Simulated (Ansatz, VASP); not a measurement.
## Two plane-wave programs on Mg9O8

```
CELL_PARAMETERS angstrom
0.00000 4.17520 4.17520
4.17520 0.00000 4.17520
4.17520 4.17520 0.00000
ATOMIC_POSITIONS crystal
Mg 0.99904 0.99839 0.99951
Mg 0.99904 0.99838 0.50443
Mg 0.99904 0.50330 0.99951
Mg 0.93175 0.52246 0.52357
Mg 0.50396 0.99838 0.99951
Mg 0.52312 0.93108 0.52359
Mg 0.52310 0.52246 0.93221
Mg 0.52312 0.52246 0.52359
Mg 0.37528 0.37461 0.37574
O 0.24813 0.24749 0.24860
O 0.24814 0.24747 0.75716
O 0.24813 0.75603 0.24859
O 0.21747 0.76054 0.76168
O 0.75670 0.24747 0.24860
O 0.76120 0.21681 0.76168
O 0.76121 0.76054 0.21796
O 0.76120 0.76054 0.76168
```

Alike in both runs: functional r2SCAN; k mesh 3 × 3 × 3; occupations gaussian, width 0.05 eV; no spin polarisation.

Ansatz relaxed the structure, and its values are those at the end. VASP's run is a single point on that final structure, the one shown.

|  | VASP | Ansatz |
| --- | --- | --- |
| version | VASP 6.6.1 | Ansatz 0.2.0 |
| potentials or method | VASP PAW PBE potentials, release 64 (Mg, O), cutoff 520 eV | scalar-relativistic, plane waves, PAW |
| valence electrons in the cell | 66 | 138 |

|  | VASP | Ansatz | Ansatz less VASP |
| --- | --- | --- | --- |
| rms of the force components (eV/Å) | 0.050 | 0.015 | -0.0344 |

VASP's potentials were made for PBE, not for r2SCAN. VASP's potentials hold 66 valence electrons a cell and Ansatz's 138, so a difference there can come from the potentials and not from the codes.

The k mesh is coarse, so the values compare programs but aren't converged.
